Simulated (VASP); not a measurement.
Crystal: HfAg2Sn2.

```
CELL_PARAMETERS angstrom
0.00000 4.54488 0.00000
4.54488 0.00000 0.00000
2.27244 2.27244 -5.70787
ATOMIC_POSITIONS crystal
Hf 0.00000 0.00000 0.00000
Sn 0.38100 0.38100 0.23800
Sn 0.61900 0.61900 0.76200
Ag 0.75000 0.25000 0.50000
Ag 0.25000 0.75000 0.50000
```

```yaml
Program: VASP 6.6.1
Task: relaxation of cell and atoms
Functional: PBE
Potentials_or_basis: VASP PAW PBE potentials, release 64 (Hf_pv, Sn_d, Ag)
Cutoff: 600 eV
k_mesh: 4 × 4 × 4
Occupations: fermi-dirac, width 0.1017 eV
Spin: no spin polarisation
```

At the start: pressure -1.7 GPa; volume 23.58 Å³/atom.

Question: How do energy, volume and symmetry change on relaxing?

Answer: Over 45 steps the energy falls by 208.4 meV/atom and the volume is 22.73 Å³/atom (-3.6 %); space group I4/mmm (No. 139, to 0.1 Å) before and after.

Step by step:
| step | energy change (eV) | largest force (eV/Å) | pressure (GPa) | volume (Å³) |
| --- | --- | --- | --- | --- |
| 1 | 0.0000 | 0.4924 | -1.73 | 117.90 |
| 3 | -0.2834 | 1.2235 | 11.35 | 100.42 |
| 5 | -0.4019 | 0.9929 | 6.10 | 105.27 |
| 7 | -0.7198 | 0.3114 | 7.09 | 103.02 |
| 9 | -0.7304 | 0.2603 | 8.58 | 101.64 |
| 11 | -0.9779 | 0.2716 | 0.69 | 110.30 |
| 13 | -0.9815 | 0.2701 | -0.22 | 111.67 |
| 15 | -0.9902 | 0.0373 | -0.05 | 111.57 |
| 17 | -0.9919 | 0.0958 | 0.02 | 111.52 |
| 19 | -1.0031 | 0.0420 | 0.55 | 111.21 |
| 21 | -0.9392 | 0.6064 | 3.96 | 109.25 |
| 23 | -1.0130 | 0.1574 | 1.55 | 110.63 |
| 25 | -1.0159 | 0.1930 | 1.54 | 110.87 |
| 27 | -1.0192 | 0.2367 | 1.35 | 111.38 |
| 29 | -1.0292 | 0.1832 | 0.09 | 113.16 |
| 31 | -1.0301 | 0.1633 | -0.12 | 113.52 |
| 33 | -1.0340 | 0.0867 | -0.07 | 113.35 |
| 35 | -1.0366 | 0.0086 | 0.05 | 113.21 |
| 37 | -1.0412 | 0.0162 | -0.18 | 113.87 |
| 39 | -1.0417 | 0.0120 | -0.25 | 114.01 |
| 41 | -1.0421 | 0.0133 | 0.01 | 113.67 |
| 43 | -1.0421 | 0.0129 | 0.04 | 113.64 |
| 45 | -1.0421 | 0.0077 | 0.02 | 113.64 |

Final structure:
```xyz
5
Lattice="0.0000 3.7684 0.0000 3.7684 0.0000 0.0000 1.8842 1.8842 -8.0026" Properties=species:S:1:pos:R:3 pbc="T T T"
Hf    0.0000    0.0000    0.0000
Sn    1.8842    1.8842   -1.6454
Sn    3.7684    3.7684   -6.3573
Ag    1.8842    3.7684   -4.0013
Ag    3.7684    1.8842   -4.0013
```

Caveat: the k points lie up to 0.43 Å⁻¹ apart in the final cell, too coarse for converged energies and pressures of a metal; a cell axis changed by over 15 % at a fixed basis, so the end point is rough.
